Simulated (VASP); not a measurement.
A run of VASP 6.6.1 is set up as follows.

File INCAR:

```
SYSTEM = CdS
ALGO = Normal
EDIFF = 1E-7
ENCUT = 520
GGA = PE
GGA_COMPAT = .False.
ISIF = 2
ISMEAR = -1
LASPH = .True.
LCHARG = .False.
LORBIT = 11
LORBMOM = .True.
LREAL = .False.
LSORBIT = .True.
LWAVE = .False.
MAGMOM = 0 0 0 0 0 0
NBANDS = 30
NELM = 150
PREC = Accurate
SIGMA = 0.05
```

The input KPOINTS:

```
k-points
0
Gamma
  8 8 8
  0 0 0
```

File POSCAR:

```
CdS
1.0
    0.0000000000      2.8969255847      2.8969255847
    2.8969255847      0.0000000000      2.8969255847
    2.8969255847      2.8969255847      0.0000000000
Cd S
1 1
Direct
    0.0000000000      0.0000000000      0.0000000000
    0.7500000000      0.7500000000      0.7500000000
```

Potentials or basis: VASP PAW PBE potentials, release 64 (Cd, S).

Launch:

```console
$ cat potpaw_PBE.64/Cd/POTCAR potpaw_PBE.64/S/POTCAR > POTCAR
$ mpirun -np 1 vasp_ncl > vasp.out
```

Problem. What does it give for the net moment?

Solution. 0.00 μB per cell.

Problem. Estimate the pressure.

Solution. 4.6 GPa.

Moments on the atoms (μB; x, y, z):
```
Cd  0.00 0.00 0.00
S   0.00 0.00 0.00
```

Caveat: the cell stands under pressure.
